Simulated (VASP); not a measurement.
A run of VASP 6.6.1 is set up as follows.

The input INCAR:

```
PREC = Accurate ; ENCUT = 520
EDIFF = 1E-7 ; ISMEAR = 0
SIGMA = 0.1 ; LREAL = F
LASPH = T ; NELM = 100
ALGO = Normal ; ISIF = 2
LWAVE = F ; LCHARG = F
LDIPOL = T ; IDIPOL = 3
DIPOL = 0.5 0.5 0.336 ; GGA = PE
IVDW = 12 ; NBANDS = 36
```

Contents of KPOINTS:

```
Automatic mesh
0
Gamma
  7 7 1
```

POSCAR

```
Ge4H
1.0
    4.0303587907      0.0000000000      0.0000000000
    0.0000000000      4.0303587907      0.0000000000
    0.0000000000      0.0000000000     21.6416627718
Ge H
4 1
Direct
    0.0000000000      0.5000000000      0.1848286817
    0.0000000000      0.0000000000      0.2506714513
    0.5000000000      0.0000000000      0.3196569899
    0.5000000000      0.5000000000      0.3854446333
    0.5000000000      0.7500000000      0.5379282957
```

Potentials or basis: VASP PAW PBE potentials, release 64 (Ge_d, H).

The run is started by

```console
$ cat potpaw_PBE.64/Ge_d/POTCAR potpaw_PBE.64/H/POTCAR > POTCAR
$ mpirun -np 1 vasp_std > vasp.out
```

Estimate the dispersion energy per atom.

-0.176 eV.

What does it give for the band gap on the k mesh?

Zero (an odd number of electrons rules out a gap without spin polarisation).

Predict the largest force.

0.600 eV/Å.

Forces on the atoms (eV/Å):
```
Ge   0.000  0.016 -0.108
Ge   0.000  0.036  0.124
Ge   0.000 -0.081  0.078
Ge   0.000  0.215  0.476
H    0.000 -0.186 -0.570
```
